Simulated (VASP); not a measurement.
# Ga2O3 (C2/m) in VASP: settings compared

The runs below take Ga2O3 through single point, with PBE, r2SCAN.

Program: VASP 6.6.1. These are calculated values, not measurements. Logs are shortened: lines on timing, memory, paths and dates and some standing lists are left out, and cuts for length are marked.

## 1. The cell of the first run

The structure is monoclinic, space group C2/m (No. 12). The conventional cell has a = 12.326 Å, b = 3.052 Å, c = 5.818 Å, α = 90.00°, β = 103.70°, γ = 90.00°. Within 2.4 Å of Ga (site symmetry m) lie 4 O at 1.84 to 1.88 Å. Within 2.6 Å of Ga (site symmetry m) lie 6 O at 1.95 to 2.09 Å. O (site symmetry m) has 3 Ga at 1.84 to 1.95 Å within 2.4 Å. O (site symmetry m) has 4 Ga at 1.88 to 2.09 Å within 2.5 Å. O (site symmetry m) has 3 Ga at 1.84 to 1.95 Å within 2.4 Å.

## 2. Single point, PBE (10.63 Å³/atom)

INCAR reads:

```
SYSTEM = Ga2O3
  ALGO = Normal
  EDIFF = 1E-6
  ENCUT = 520
  GGA = PE
  ISIF = 2
  ISMEAR = 0
  LASPH = .TRUE.
  LCHARG = .TRUE.
  LELF = .TRUE.
  LREAL = .FALSE.
  LVHAR = .TRUE.
  LWAVE = .FALSE.
  NBANDS = 55
  NELM = 60
  PREC = Accurate
  SIGMA = 0.01
```

KPOINTS reads:

```
k-points
0
G
  8 8 4
  0 0 0
```

POSCAR reads:

```
Ga2O3
1.0
    6.1632321273     -1.5261973670      0.0111031430
    6.1632321273      1.5261973670      0.0111031430
   -1.3885149008      0.0000000000      5.6498739138
Ga O
4 6
Direct
    0.0899373068      0.0899373068      0.7947196860
    0.9100626932      0.9100626932      0.2052803140
    0.6585045080      0.6585045080      0.3141213881
    0.3414954920      0.3414954920      0.6858786119
    0.1635405122      0.1635405122      0.1091761198
    0.8364594878      0.8364594878      0.8908238802
    0.1736928845      0.1736928845      0.5643127242
    0.8263071155      0.8263071155      0.4356872758
    0.4960120213      0.4960120213      0.2566442850
    0.5039879787      0.5039879787      0.7433557150
```

Potentials or basis: VASP PAW PBE potentials, release 64 (Ga_d, O).

On the command line:

```
$ cat potpaw_PBE.64/Ga_d/POTCAR potpaw_PBE.64/O/POTCAR > POTCAR
$ mpirun -np 1 vasp_std > vasp.out
```

OUTCAR:

```text
SYSTEM = Ga2O3
   EDIFF = 1E-6
   ENCUT = 520
   GGA = PE
   ISIF = 2
   ISMEAR = 0
   LASPH = .TRUE.
   LREAL = .FALSE.
   NELM = 60
   PREC = Accurate

 ion  position               nearest neighbor table
   1  0.090  0.090  0.795-   5 1.84  10 1.84  10 1.84   7 1.88
   2  0.910  0.910  0.205-   6 1.84   9 1.84   9 1.84   8 1.88
   3  0.659  0.659  0.314-   5 1.95   5 1.95   9 1.95   8 2.02   7 2.09   7 2.09
   4  0.341  0.341  0.686-   6 1.95   6 1.95  10 1.95   7 2.02   8 2.09   8 2.09
   5  0.164  0.164  0.109-   1 1.84   3 1.95   3 1.95
   6  0.836  0.836  0.891-   2 1.84   4 1.95   4 1.95
   7  0.174  0.174  0.564-   1 1.88   4 2.02   3 2.09   3 2.09
   8  0.826  0.826  0.436-   2 1.88   3 2.02   4 2.09   4 2.09
   9  0.496  0.496  0.257-   2 1.84   2 1.84   3 1.95
  10  0.504  0.504  0.743-   1 1.84   1 1.84   4 1.95

  LATTYP: Found a base centered monoclinic cell.
 ALAT       =    12.3264842570
 B/A-ratio  =     0.2476289808
 C/A-ratio  =     0.4719913174
 COS(beta)  =    -0.2369088814

  Lattice vectors:

 A1 = (   6.1632321273,  -1.5261973670,   0.0111031430)
 A2 = (   6.1632321273,   1.5261973670,   0.0111031430)
 A3 = (  -1.3885149008,   0.0000000000,   5.6498739138)

Analysis of symmetry for initial positions (statically):
=====================================================================
 Subroutine PRICEL returns:
 Original cell was already a primitive cell.

 Routine SETGRP: Setting up the symmetry group for a
 base centered monoclinic supercell.

 Subroutine GETGRP returns: Found  4 space group operations
 (whereof  4 operations were pure point group operations)
 out of a pool of  4 trial point group operations.

The static configuration has the point symmetry C_2h.

Analysis of symmetry for dynamics (positions and initial velocities):
=====================================================================
 Subroutine PRICEL returns:
 Original cell was already a primitive cell.

 Routine SETGRP: Setting up the symmetry group for a
 base centered monoclinic supercell.

 Subroutine GETGRP returns: Found  4 space group operations
 (whereof  4 operations were pure point group operations)
 out of a pool of  4 trial point group operations.

The dynamic configuration has the point symmetry C_2h.

 Subroutine INISYM returns: Found  4 space group operations
 (whereof  4 operations are pure point group operations),
 and found     1 'primitive' translations

[... 117 lines left out ...]
   ISYM   =      2    0-nonsym 1-usesym 2-fastsym
   POTIM  = 0.5000    time-step for ionic-motion
   TEBEG  =    0.0;   TEEND  =   0.0 temperature during run
   PSTRESS=    0.0 pullay stress
   NELECT =      88.0000    total number of electrons
   NUPDOWN=      -1.0000    fix difference up-down
   EMIN   =  10.00;   EMAX   =-10.00  energy-range for DOS
   EFERMI =   0.00;   METHOD = LEGACY
   ISMEAR =     0;   SIGMA  =   0.01  broadening in eV -4-tet -1-fermi 0-gaus
   EFERMI_NEDOS =   21; number of points for ismear=-14 and -15
   IALGO  =     38    algorithm
   IMIX   =      4    mixing-type and parameters
     AMIX     =   0.40;   BMIX     =  1.00
     AMIX_MAG =   1.60;   BMIX_MAG =  1.00
  volume/ion in A,a.u.               =      10.63        71.76
  Fermi-wavevector in a.u.,A,eV,Ry     =   1.537006  2.904521 32.142245  2.362388
  Thomas-Fermi vector in A             =   2.643576
   LORBIT       =      0    0 simple, 1 ext, 2 COOP (PROOUT), +10 PAW based schemes
   GGA     = PE    functional components
   LHFCALC =     F    Hartree Fock is set to
   AEXX    =    0.0000 exact exchange contribution
   IVDW    =     0    specifies the selected vdW correction
   LEPSILON=     F    determine dielectric tensor
   LRPA    =     F    only Hartree local field effects (RPA)
 non-spin polarized calculation
 Gauss-broadening in eV      SIGMA  =   0.01
  energy-cutoff  :      520.00
  volume of cell :      106.34
 maximum number of plane-waves:      2887
   NGX = 23   NGY = 23   NGZ = 21

 number of electron      88.0000004 magnetization

 Free energy of the ion-electron system (eV)
  ---------------------------------------------------
  ext. energy  EPLUGINS =         0.00000000
  ---------------------------------------------------
  free energy    TOTEN  =       -59.60087780 eV

  energy without entropy =      -59.60087780  energy(sigma->0) =      -59.60087780

 E-fermi :   3.7731     XC(G=0): -11.5408

 val. band max:        3.7175228596   @ k =   0.5000   0.3750   0.5000
 cond. band min:       5.9921331363   @ k =   0.0000   0.0000   0.0000
 fundamental gap:      2.2746102768
 Fermi energy:         3.7731025888

 k-point     1 :       0.0000    0.0000    0.0000
  band No.  band energies     occupation
      1     -15.1065      2.00000
      2     -13.9825      2.00000
      3     -13.9513      2.00000
      4     -13.8432      2.00000
      5     -13.3755      2.00000
      6     -13.3719      2.00000
[... 1381 lines left out ...]
     54      14.4334      0.00000
     55      15.6590      0.00000

 [... further k-points ...]

------------------------ aborting loop because EDIFF is reached ----------------------------------------

  FORCE on cell =-STRESS in cart. coord.  units (eV):
  Direction    XX          YY          ZZ          XY          YZ          ZX
  --------------------------------------------------------------------------------------
  -------------------------------------------------------------------------------------
  Total        4.0248481      4.6866716      4.2700982      0.0000000      0.0000000      0.0892803
  in kB       60.6428861     70.6146635     64.3380996      0.0000000      0.0000000      1.3451969
  external PRESSURE =      65.1985497 kB  Pullay stress =       0.0000000 kB

 VOLUME and BASIS-vectors are now :
 -----------------------------------------------------------------------------
  energy-cutoff  :      520.00
  volume of cell :      106.34
      direct lattice vectors                 reciprocal lattice vectors
     6.163232127 -1.526197367  0.011103143     0.081090363 -0.327611625  0.019928795
     6.163232127  1.526197367  0.011103143     0.081090363  0.327611625  0.019928795
    -1.388514901  0.000000000  5.649873914    -0.000318718  0.000000000  0.176916772

 POSITION                                       TOTAL-FORCE (eV/Angst)
 -----------------------------------------------------------------------------------
      0.00513      0.00000      4.49206         0.083352      0.000000     -0.014534
     10.93282      0.00000      1.18002        -0.083352      0.000000      0.014534
      7.68087      0.00000      1.78937        -0.014159      0.000000      0.057876
      3.25708      0.00000      3.88271         0.014159      0.000000     -0.057876
      1.86428      0.00000      0.62046         0.173102      0.000000     -0.011413
      9.07367      0.00000      5.05162        -0.173102      0.000000      0.011413
      1.35746      0.00000      3.19215        -0.031630      0.000000     -0.039156
      9.58049      0.00000      2.47993         0.031630      0.000000      0.039156
      5.75772      0.00000      1.46102         0.136323      0.000000      0.061446
      5.18023      0.00000      4.21106        -0.136323      0.000000     -0.061446
 -----------------------------------------------------------------------------------
    total drift:                               -0.000000     -0.000000     -0.000000

  FREE ENERGIE OF THE ION-ELECTRON SYSTEM (eV)
  ---------------------------------------------------
  free  energy   TOTEN  =       -59.6008777990 eV

  energy  without entropy=      -59.6008777990  energy(sigma->0) =      -59.60087780
```

OSZICAR:

```text
N       E                     dE             d eps       ncg     rms          rms(c)
DAV:   1     0.120854983364E+04    0.12085E+04   -0.40006E+04 10211   0.294E+03
DAV:   2     0.198911153852E+03   -0.10096E+04   -0.94502E+03  8780   0.811E+02
DAV:   3    -0.478292349619E+02   -0.24674E+03   -0.23947E+03  9844   0.260E+02
DAV:   4    -0.681133857605E+02   -0.20284E+02   -0.20051E+02 10690   0.802E+01
DAV:   5    -0.688354928057E+02   -0.72211E+00   -0.72071E+00 11103   0.155E+01    0.177E+01
DAV:   6    -0.594660294116E+02    0.93695E+01   -0.30936E+01 15755   0.616E+01    0.489E+00
DAV:   7    -0.596518918822E+02   -0.18586E+00   -0.33871E+00  9587   0.102E+01    0.349E+00
DAV:   8    -0.596366097540E+02    0.15282E-01   -0.56282E-01 12699   0.781E+00    0.137E+00
DAV:   9    -0.595987731014E+02    0.37837E-01   -0.16318E-01 12652   0.550E+00    0.250E-01
DAV:  10    -0.596004155251E+02   -0.16424E-02   -0.23442E-02 10988   0.112E+00    0.165E-01
DAV:  11    -0.596007891940E+02   -0.37367E-03   -0.27834E-03 10703   0.663E-01    0.828E-02
DAV:  12    -0.596008652751E+02   -0.76081E-04   -0.72544E-04 11565   0.435E-01    0.179E-02
DAV:  13    -0.596008767648E+02   -0.11490E-04   -0.13332E-04 13111   0.897E-02    0.723E-03
DAV:  14    -0.596008787586E+02   -0.19938E-05   -0.23295E-05  9492   0.579E-02    0.932E-03
DAV:  15    -0.596008777990E+02    0.95969E-06   -0.70262E-06 10888   0.248E-02
   1 F= -.59600878E+02 E0= -.59600878E+02  d E =-.338448E-17
```

stdout:

```text
POSCAR found type information on POSCAR GaO
 POSCAR found :  2 types and      10 ions
 scaLAPACK will be used
 LDA part: xc-table for (Slater+PW92), standard interpolation
 POSCAR, INCAR and KPOINTS ok, starting setup
 FFT: planning ... GRIDC
 FFT: planning ... GRID_SOFT
 FFT: planning ... GRID
 WAVECAR not read
 entering main loop
```

Run time: 23 min. Hardware: 1 thread of Intel Xeon 8259CL, shared host; peak memory 0.53 GiB.

Results:

```
Free energy            : -59.6009 eV
Pressure               : 6.5 GPa
Largest force          : 0.173 eV/Å
Band gap on the k mesh : 2.27 eV (least direct gap 2.29 eV)
```

Forces on the atoms (eV/Å):
```
Ga   0.083  0.000 -0.015
Ga  -0.083  0.000  0.015
Ga  -0.014  0.000  0.058
Ga   0.014  0.000 -0.058
O    0.173  0.000 -0.011
O   -0.173  0.000  0.011
O   -0.032  0.000 -0.039
O    0.032  0.000  0.039
O    0.136  0.000  0.061
O   -0.136  0.000 -0.061
```

Stress tensor (GPa, compression positive):
```
6.06 0.00 0.13
0.00 7.06 0.00
0.13 0.00 6.43
```

Caveat: the cell stands under pressure.

## 3. Single point, r2SCAN (11.13 Å³/atom)

This run uses another cell than the first one, of 11.13 Å³/atom.

POSCAR reads:

```
Ga2O3
1.0
    6.2474902399     -1.5493733573      0.0024701395
    6.2474902399      1.5493733573      0.0024701395
   -1.4155928078      0.0000000000      5.7506022260
Ga O
4 6
Direct
    0.0905077044      0.0905077044      0.7947690581
    0.9094922956      0.9094922956      0.2052309419
    0.6587425295      0.6587425295      0.3144411420
    0.3412574705      0.3412574705      0.6855588580
    0.1642078127      0.1642078127      0.1091294890
    0.8357921873      0.8357921873      0.8908705110
    0.1733453342      0.1733453342      0.5635363169
    0.8266546658      0.8266546658      0.4364636831
    0.4962966922      0.4962966922      0.2562516311
    0.5037033078      0.5037033078      0.7437483689
```

INCAR.step1 reads:

```
SYSTEM = Ga2O3
PREC = Accurate
ENCUT = 520
ISMEAR = 0
SIGMA = 0.01
LREAL = .FALSE.
LASPH = .TRUE.
NELM = 60
NBANDS = 55
GGA = PE
ALGO = Normal
EDIFF = 1E-4
LWAVE = .TRUE.
LCHARG = .FALSE.
```

INCAR.step2 reads:

```
SYSTEM = Ga2O3
PREC = Accurate
ENCUT = 520
EDIFF = 1E-7
ISMEAR = 0
SIGMA = 0.01
LREAL = .FALSE.
LASPH = .TRUE.
NELM = 60
ALGO = Normal
ISIF = 2
LWAVE = .FALSE.
LCHARG = .TRUE.
METAGGA = R2SCAN
LMIXTAU = .TRUE.
LELF = .TRUE.
LVHAR = .TRUE.
NBANDS = 55
ISTART = 1
```

KPOINTS reads:

```
regular mesh
0
G
  8 8 4
  0 0 0
```

Potentials or basis: VASP PAW PBE potentials, release 64 (Ga_d, O).

On the command line:

```
$ cat potpaw_PBE.64/Ga_d/POTCAR potpaw_PBE.64/O/POTCAR > POTCAR
$ cp INCAR.step1 INCAR
$ mpirun -np 1 vasp_std > vasp.out
$ cp INCAR.step2 INCAR
$ mpirun -np 1 vasp_std > vasp.out
```

Run time: 76 min. Hardware: 1 thread of Oxide Virtual Turin-like, shared host; peak memory 0.54 GiB.

Results (log left out):

```yaml
Free_energy: -102.2885 eV
Pressure: -9.4 GPa
Largest_force: 0.243 eV/Å
Band_gap_on_the_k_mesh: 2.47 eV (least direct gap 2.51 eV)
```

Forces in eV/Å, atoms in the order of the input:
```
Ga  -0.124  0.000  0.041
Ga   0.124  0.000 -0.041
Ga  -0.015  0.000 -0.066
Ga   0.015  0.000  0.066
O   -0.242  0.000  0.021
O    0.242  0.000 -0.021
O    0.069  0.000  0.033
O   -0.069  0.000 -0.033
O   -0.173  0.000 -0.073
O    0.173  0.000  0.073
```

Stress tensor (GPa, compression positive):
```
-8.83  0.00 -0.13
 0.00 -9.97  0.00
-0.13  0.00 -9.34
```

Levels at points of the mesh, in eV from the valence-band top:
| k point | band 42 | band 43 | band 44 | band 45 | band 46 | band 47 |
| --- | --- | --- | --- | --- | --- | --- |
| (0.00, 0.00, 0.00) | -0.47 | -0.28 | -0.04 | 2.47 | 5.88 | 6.89 |
| (0.50, 0.00, 0.00) | -0.69 | -0.46 | -0.13 | 5.91 | 6.72 | 7.39 |
| (0.50, 0.50, 0.00) | -0.68 | -0.41 | -0.16 | 4.64 | 4.89 | 6.22 |
| (0.00, 0.00, 0.50) | -0.60 | -0.51 | -0.29 | 4.84 | 5.02 | 6.87 |
| (0.50, 0.00, 0.50) | -0.98 | -0.69 | -0.62 | 7.07 | 7.12 | 8.03 |
| (0.50, 0.50, 0.50) | -0.62 | -0.58 | 0.00 | 5.26 | 5.47 | 6.36 |

Caveat: the cell stands under tension; the PAW data sets were made with another functional, which shifts forces and pressure a little.
